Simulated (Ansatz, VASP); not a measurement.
Two plane-wave programs on ScAl3

```
Sc Al
1.0
     4.00213    0.00000    0.00000
     0.00000    4.00213    0.00000
     0.00000    0.00000    4.00213
Sc Al
1 3
Direct
  0.00000 0.00000 0.00000
  0.50000 0.00000 0.50000
  0.00000 0.50000 0.50000
  0.50000 0.50000 0.00000
```

Alike in both runs: task single point; functional r2SCAN; k mesh 10 × 10 × 10; occupations gaussian, width 0.1 eV; no spin polarisation.

```csv
,VASP,Ansatz
version,VASP 6.6.1,Ansatz 0.2.0
potentials or method,"VASP PAW PBE potentials, release 64 (Sc_sv, Al), cutoff 520 eV","scalar-relativistic, plane waves, PAW"
valence electrons in the cell,20,20
```

|  | VASP | Ansatz | Ansatz less VASP |
| --- | --- | --- | --- |
| gap on the k mesh at the Fermi level (eV) | none | none | - |
| pressure (GPa) | 6.6 | 6.6 | -0.01 |

VASP's potentials were made for PBE, not for r2SCAN. A gap of «none» marks a metal or a gap that the smearing closes.
